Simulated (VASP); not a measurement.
# In: single point with PBE

In:

```
In
1.0
    -1.67493    1.67493    2.47395
     1.67493   -1.67493    2.47395
     1.67493    1.67493   -2.47395
In
1
Cartesian
  0.0000 0.0000 0.0000
```

This cell differs from its parent crystal: equal xx and yy strain of +3 %.

```
Program             : VASP 6.6.1
Task                : single point
Functional          : PBE
Potentials or basis : VASP PAW PBE potentials, release 64 (In_d)
Cutoff              : 500 eV
k mesh              : 12 × 12 × 14
Occupations         : fermi-dirac, width 0.05 eV
Spin                : no spin polarisation
```

| Quantity | Value |
| --- | --- |
| Pressure | -0.4 GPa |
| Band gap on the k mesh | zero (an odd number of electrons rules out a gap without spin polarisation) |

Stress tensor (GPa, compression positive):
```
-0.37 -0.02  0.17
-0.02 -0.37  0.17
 0.17  0.17 -0.35
```

Levels at points of the mesh, in eV from the Fermi level:
```csv
k point,band 3,band 4,band 5,band 6,band 7,band 8,band 9,band 10
"(0.00, 0.00, 0.00)",-14.56,-14.46,-14.41,-9.14,10.02,10.02,10.12,11.41
"(0.50, 0.00, 0.00)",-14.55,-14.31,-14.29,-4.28,-3.12,7.55,8.42,10.82
"(0.00, 0.50, 0.00)",-14.55,-14.31,-14.29,-4.28,-3.12,7.55,8.42,10.82
"(0.50, 0.50, 0.00)",-14.31,-14.28,-14.24,-1.96,-1.88,3.61,3.86,6.86
"(0.00, 0.00, 0.50)",-14.31,-14.28,-14.24,-1.96,-1.88,3.61,3.86,6.86
"(0.50, 0.00, 0.50)",-14.55,-14.31,-14.29,-4.28,-3.12,7.55,8.42,10.82
"(0.00, 0.50, 0.50)",-14.55,-14.31,-14.29,-4.28,-3.12,7.55,8.42,10.82
"(0.50, 0.50, 0.50)",-14.30,-14.27,-14.27,-2.67,-2.29,4.30,4.30,7.52
```

Run time: 7.4 min on 1 thread of Intel Xeon 8259CL, on a shared host, peak memory 0.41 GiB.

Caveat: the cell differs from its parent crystal (equal xx and yy strain of +3 %); spin-orbit coupling is left out, which moves the levels of the heavy elements.
